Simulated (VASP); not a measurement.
# Rh (P6_3/mmc) in VASP: notebook

Runs on Rh. Level: PBE. Tasks: single point.

Everything below comes from runs of VASP 6.6.1. Logs are shortened: lines on timing, memory, paths and dates and some standing lists are left out, and cuts for length are marked.

**1. The cell of the first run**

The structure is hexagonal, space group P6_3/mmc (No. 194). Conventional cell: a = 2.266 Å, b = 2.266 Å, c = 3.686 Å, α = 90.00°, β = 90.00°, γ = 120.00°. Rh (site symmetry -6m2) has 12 Rh at 2.26 to 2.27 Å within 3.0 Å.

This isn't the form of Rh at room conditions, which is fcc.

**2. Single point, PBE**

INCAR

```
  PREC = Accurate
  ENCUT = 520
  EDIFF = 1E-6
  ISMEAR = -1
  SIGMA = 0.1
  LREAL = False
  LASPH = True
  NELM = 60
  ALGO = Normal
  ISIF = 2
  LWAVE = False
  LCHARG = True
  GGA = PE
  LELF = True
  LVHAR = True
  NBANDS = 22
```

KPOINTS

```
regular mesh
0
Gamma
  18 18 10
```

POSCAR

```
Rh
1.0
    2.2656353745      0.0000000000      0.0000000000
   -1.1328176872      1.9620977901      0.0000000000
    0.0000000000      0.0000000000      3.6856250115
Rh
2
Direct
    0.3333333333      0.6666666667      0.2500000000
    0.6666666667      0.3333333333      0.7500000000
```

Potentials or basis: VASP PAW PBE potentials, release 64 (Rh_pv).

Run with:

```console
cat potpaw_PBE.64/Rh_pv/POTCAR > POTCAR
mpirun -np 1 vasp_std > vasp.out
```

OUTCAR:

```text
PREC = Accurate
   ENCUT = 520
   EDIFF = 1E-6
   ISMEAR = -1
   LREAL = False
   LASPH = True
   NELM = 60
   ISIF = 2
   GGA = PE

 ion  position               nearest neighbor table
   1  0.333  0.667  0.250-   2 2.26   2 2.26   2 2.26   2 2.26   2 2.26   2 2.26   2 3.20   2 3.20
                             2 3.20   2 3.20   2 3.20   2 3.20
   2  0.667  0.333  0.750-   1 2.26   1 2.26   1 2.26   1 2.26   1 2.26   1 2.26   1 3.20   1 3.20
                             1 3.20   1 3.20   1 3.20   1 3.20

  LATTYP: Found a hexagonal cell.
 ALAT       =     2.2656353745
 C/A-ratio  =     1.6267511767

  Lattice vectors:

 A1 = (   2.2656353745,   0.0000000000,   0.0000000000)
 A2 = (  -1.1328176872,   1.9620977901,   0.0000000000)
 A3 = (   0.0000000000,   0.0000000000,   3.6856250115)

Analysis of symmetry for initial positions (statically):
=====================================================================
 Subroutine PRICEL returns:
 Original cell was already a primitive cell.

 Routine SETGRP: Setting up the symmetry group for a
 hexagonal supercell.

 Subroutine GETGRP returns: Found 24 space group operations
 (whereof 12 operations were pure point group operations)
 out of a pool of 24 trial point group operations.

The static configuration has the point symmetry D_3d.
 The point group associated with its full space group is D_6h.

Analysis of symmetry for dynamics (positions and initial velocities):
=====================================================================
 Subroutine PRICEL returns:
 Original cell was already a primitive cell.

 Routine SETGRP: Setting up the symmetry group for a
 hexagonal supercell.

 Subroutine GETGRP returns: Found 24 space group operations
 (whereof 12 operations were pure point group operations)
 out of a pool of 24 trial point group operations.

The dynamic configuration has the point symmetry D_3d.
 The point group associated with its full space group is D_6h.

 Subroutine INISYM returns: Found 24 space group operations
 (whereof 12 operations are pure point group operations),
 and found     1 'primitive' translations

----------------------------------------------------------------------------------------

                                     Primitive cell

  volume of cell :      16.3841

  direct lattice vectors                    reciprocal lattice vectors
     2.265635374  0.000000000  0.000000000     0.441377289  0.254829297  0.000000000
    -1.132817687  1.962097790  0.000000000     0.000000000  0.509658593  0.000000000
     0.000000000  0.000000000  3.685625011     0.000000000  0.000000000  0.271324401

  length of vectors
     2.265635374  2.265635375  3.685625011     0.509658594  0.509658593  0.271324401

  position of ions in fractional coordinates (direct lattice)
     0.333333333  0.666666667  0.250000000
     0.666666667  0.333333333  0.750000000

  ion indices of the primitive-cell ions
   primitive index   ion index
                 1           1
                 2           2

----------------------------------------------------------------------------------------

 KPOINTS: regular mesh

Automatic generation of k-mesh.
 Grid dimensions read from file:
 generate k-points for:   18   18   10

 Generating k-lattice:

  Cartesian coordinates                     Fractional coordinates (reciprocal lattice)
     0.024520961  0.014157183  0.000000000     0.055555556  0.000000000  0.000000000
     0.000000000  0.028314366  0.000000000     0.000000000  0.055555556  0.000000000
     0.000000000  0.000000000  0.027132440     0.000000000  0.000000000  0.100000000

  Length of vectors
     0.028314366  0.028314366  0.027132440

  Shift w.r.t. Gamma in fractional coordinates (k-lattice)
     0.000000000  0.000000000  0.000000000

 Subroutine IBZKPT returns following result:
 ===========================================

 Found    222 irreducible k-points:

 Following reciprocal coordinates:
            Coordinates               Weight
  0.000000  0.000000  0.000000      1.000000
  0.055556  0.000000  0.000000      6.000000
  0.111111  0.000000  0.000000      6.000000
  0.166667  0.000000  0.000000      6.000000
  0.222222  0.000000  0.000000      6.000000
  0.277778 -0.000000  0.000000      6.000000
[... 16 lines left out ...]
  0.333333  0.111111  0.000000     12.000000
  0.388889  0.111111  0.000000     12.000000
 [... further k-points ...]
   k-points           NKPTS =    222   k-points in BZ     NKDIM =    222   number of bands    NBANDS=     22
   number of dos      NEDOS =    301   number of ions     NIONS =      2
   total plane-waves  NPLWV =   9072
   dimension x,y,z NGX =    18 NGY =   18 NGZ =   28
   dimension x,y,z NGXF=    36 NGYF=   36 NGZF=   56
   ions per type =               2
   NGX,Y,Z   is equivalent  to a cutoff of  13.21, 13.21, 12.63 a.u.
   NGXF,Y,Z  is equivalent  to a cutoff of  26.42, 26.42, 25.26 a.u.
 SYSTEM =  unknown system
   PREC   = accura    normal or accurate (medium, high low for compatibility)
   ISTART =      0    job   : 0-new  1-cont  2-samecut
   ICHARG =      2    charge: 1-file 2-atom 10-const
   ISPIN  =      1    spin polarized calculation?
   LNONCOLLINEAR =      F non collinear calculations
   LSORBIT =      F    spin-orbit coupling
   LASPH  =      T    aspherical Exc in radial PAW
   ENCUT  =  520.0 eV  38.22 Ry    6.18 a.u.   4.21  4.21  6.85*2*pi/ulx,y,z
   NELM   =     60;   NELMIN=  2; NELMDL= -5     # of ELM steps
   EDIFF  = 0.1E-05   stopping-criterion for ELM
   LREAL  =      F    real-space projection
   EDIFFG = 0.1E-04   stopping-criterion for IOM
   NSW    =      0    number of steps for IOM
   IBRION =     -1    ionic relax: 0-MD 1-quasi-New 2-CG
   NFREE  =      0    steps in history (QN), initial steepest desc. (CG)
   ISIF   =      2    stress and relaxation
   ISYM   =      2    0-nonsym 1-usesym 2-fastsym
   POTIM  = 0.5000    time-step for ionic-motion
   TEBEG  =    0.0;   TEEND  =   0.0 temperature during run
   PSTRESS=    0.0 pullay stress
   NELECT =      30.0000    total number of electrons
   NUPDOWN=      -1.0000    fix difference up-down
   EMIN   =  10.00;   EMAX   =-10.00  energy-range for DOS
   EFERMI =   0.00;   METHOD = LEGACY
   ISMEAR =    -1;   SIGMA  =   0.10  broadening in eV -4-tet -1-fermi 0-gaus
   EFERMI_NEDOS =   21; number of points for ismear=-14 and -15
   IALGO  =     38    algorithm
   IMIX   =      4    mixing-type and parameters
     AMIX     =   0.40;   BMIX     =  1.00
     AMIX_MAG =   1.60;   BMIX_MAG =  1.00
  volume/ion in A,a.u.               =       8.19        55.28
  Fermi-wavevector in a.u.,A,eV,Ry     =   2.002817  3.784776 54.576733  4.011277
  Thomas-Fermi vector in A             =   3.017689
   LORBIT       =      0    0 simple, 1 ext, 2 COOP (PROOUT), +10 PAW based schemes
   GGA     = PE    functional components
[... 5 lines left out ...]
 non-spin polarized calculation
  energy-cutoff  :      520.00
  volume of cell :       16.38
 maximum number of plane-waves:       458
 NGX is ok and might be reduce to    18
   NGX =  9   NGY =  9   NGZ = 13

 number of electron      30.0000006 magnetization

 Free energy of the ion-electron system (eV)
  ---------------------------------------------------
  ext. energy  EPLUGINS =         0.00000000
  ---------------------------------------------------
  free energy    TOTEN  =        -2.85092134 eV

  energy without entropy =       -2.80399408  energy(sigma->0) =       -2.82745771

 E-fermi :  24.5030     XC(G=0): -17.6362

 val. band max:       24.4985725040   @ k =   0.2222   0.1111   0.4000
 cond. band min:      24.5059545806   @ k =   0.2222   0.1111   0.5000
 fundamental gap:      0.0073820767
 Fermi energy:        24.5030408750

 k-point     1 :       0.0000    0.0000    0.0000
  band No.  band energies     occupation
      1     -26.8594      2.00000
      2     -23.5039      2.00000
      3     -23.5039      2.00000
      4     -23.0111      2.00000
      5     -23.0110      2.00000
      6     -23.0109      2.00000
[... 14 lines left out ...]
     21      41.3385      0.00000
     22      43.4255      0.00000

 k-point     2 :       0.0556    0.0000    0.0000
  band No.  band energies     occupation
      1     -26.8234      2.00000
      2     -23.6000      2.00000
      3     -23.5339      2.00000
      4     -23.1080      2.00000
      5     -23.0250      2.00000
      6     -23.0228      2.00000
[... 14 lines left out ...]
     21      41.6108      0.00000
     22      43.4308      0.00000

 k-point     3 :       0.1111    0.0000    0.0000
  band No.  band energies     occupation
      1     -26.7174      2.00000
      2     -23.8745      2.00000
      3     -23.6181      2.00000
      4     -23.3820      2.00000
      5     -23.0673      2.00000
      6     -23.0588      2.00000
[... 14 lines left out ...]
     21      42.3268      0.00000
     22      43.4366      0.00000

 k-point     4 :       0.1667    0.0000    0.0000
  band No.  band energies     occupation
      1     -26.5472      2.00000
      2     -24.2886      2.00000
      3     -23.7876      2.00000
      4     -23.7417      2.00000
      5     -23.1394      2.00000
      6     -23.1174      2.00000
[... 14 lines left out ...]
     21      42.9365      0.00000
     22      43.4350      0.00000

 k-point     5 :       0.2222    0.0000    0.0000
  band No.  band energies     occupation
      1     -26.3225      2.00000
      2     -24.7858      2.00000
      3     -24.2641      2.00000
      4     -23.8867      2.00000
      5     -23.2430      2.00000
      6     -23.1932      2.00000
[... 417 lines left out ...]
 k-point    22 :       0.2778    0.1111    0.0000
  band No.  band energies     occupation
      1     -25.7234      2.00000
      2     -25.6896      2.00000
      3     -25.2656      2.00000
      4     -24.2753      2.00000
      5     -23.5895      2.00000
      6     -23.5673      2.00000
[... 14 lines left out ...]
     21      41.0275      0.00000
     22      42.9880      0.00000

 k-point    23 :       0.3333    0.1111    0.0000
  band No.  band energies     occupation
      1     -26.0752      2.00000
      2     -25.5191      2.00000
      3     -25.4134      2.00000
      4     -24.4394      2.00000
      5     -23.7703      2.00000
      6     -23.6519      2.00000
[... 14 lines left out ...]
     21      40.4801      0.00000
     22      41.3140      0.00000

 k-point    24 :       0.3889    0.1111    0.0000
  band No.  band energies     occupation
      1     -26.3012      2.00000
      2     -25.6834      2.00000
      3     -25.1875      2.00000
      4     -24.5440      2.00000
      5     -23.9336      2.00000
      6     -23.7068      2.00000
[... 14 lines left out ...]
     21      40.0687      0.00000
     22      41.3543      0.00000

 [... further k-points ...]
[... 5 lines left out ...]
  --------------------------------------------------------------------------------------
  -------------------------------------------------------------------------------------
  Total       54.3484752     54.3484752     54.3685009      0.0000000      0.0000000     -0.0000000
  in kB     5314.6679298   5314.6679302   5316.6262163      0.0000001      0.0000000     -0.0000000
  external PRESSURE =    5315.3206921 kB  Pullay stress =       0.0000000 kB

 VOLUME and BASIS-vectors are now :
 -----------------------------------------------------------------------------
  energy-cutoff  :      520.00
  volume of cell :       16.38
      direct lattice vectors                 reciprocal lattice vectors
     2.265635374  0.000000000  0.000000000     0.441377289  0.254829297  0.000000000
    -1.132817687  1.962097790  0.000000000     0.000000000  0.509658593  0.000000000
     0.000000000  0.000000000  3.685625011     0.000000000  0.000000000  0.271324401

 POSITION                                       TOTAL-FORCE (eV/Angst)
 -----------------------------------------------------------------------------------
     -0.00000      1.30807      0.92141         0.000000      0.000000      0.000000
      1.13282      0.65403      2.76422        -0.000000     -0.000000      0.000000
 -----------------------------------------------------------------------------------
    total drift:                               -0.000000      0.000000     -0.000000

  FREE ENERGIE OF THE ION-ELECTRON SYSTEM (eV)
  ---------------------------------------------------
  free  energy   TOTEN  =        -2.8509213393 eV

  energy  without entropy=       -2.8039940802  energy(sigma->0) =       -2.82745771
```

Wall time 32 s (1 thread of Intel Xeon 6975P-C (Granite Rapids), shared host); peak memory 0.17 GiB.

What came out:

- Free energy: -2.8509 eV
- Pressure: 531.5 GPa
- Band gap on the k mesh: zero (bands 15 and 16 overlap by 5.18 eV)

Stress tensor (GPa, compression positive):
```
531.47   0.00   0.00
  0.00 531.47   0.00
  0.00   0.00 531.66
```

Caveat: the cell stands under pressure.

[end of part 1 of 2]
